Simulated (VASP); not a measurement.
Er4Cl:

```xyz
5
Lattice="7.6490 0.0000 0.0000 0.0000 7.6490 0.0000 0.0000 0.0000 3.2132" Properties=species:S:1:pos:R:3 pbc="T T T"
Er    6.0821    3.8245    0.0000
Er    1.5669    3.8245    0.0000
Er    3.8245    1.5669    0.0000
Er    3.8245    6.0821    0.0000
Cl    0.0000    0.0000    0.0000
```

The cell was generated, and may not be a known phase.

- Program: VASP 6.6.1
- Task: relaxation of cell and atoms
- Functional: PBE
- Potentials or basis: VASP PAW PBE potentials, release 64 (Er_3, Cl), 4f in core
- Cutoff: 500 eV
- k mesh: 2 × 2 × 6
- Occupations: gaussian, width 0.1 eV
- Spin: no spin polarisation

At the start: pressure -0.5 GPa; volume 37.60 Å³/atom.

Task: How do energy, volume and symmetry change on relaxing?

Result: Over 5 steps the energy falls by 2.4 meV/atom and the volume is 36.80 Å³/atom (-2.1 %); space group P4/mmm (No. 123, to 0.1 Å) before and after.

The path:
```tsv
step	energy change (eV)	largest force (eV/Å)	pressure (GPa)	volume (Å³)
1	0.0000	0.0551	-0.48	188.00
2	-0.0109	0.0477	-0.13	184.96
3	-0.0117	0.0468	0.01	183.96
4	-0.0117	0.0466	0.00	184.04
5	-0.0120	0.0268	0.00	184.00
```

Final structure:
```
CELL_PARAMETERS angstrom
7.62792 0.00000 0.00000
0.00000 7.62792 0.00000
0.00000 0.00000 3.16225
ATOMIC_POSITIONS crystal
Er 0.79438 0.50000 0.00000
Er 0.20562 0.50000 0.00000
Er 0.50000 0.20562 0.00000
Er 0.50000 0.79438 0.00000
Cl 0.00000 0.00000 0.00000
```

Caveat: the k points lie up to 0.41 Å⁻¹ apart in the final cell, too coarse for converged energies and pressures of a metal; the run has no spin polarisation, though such a crystal can be magnetic.
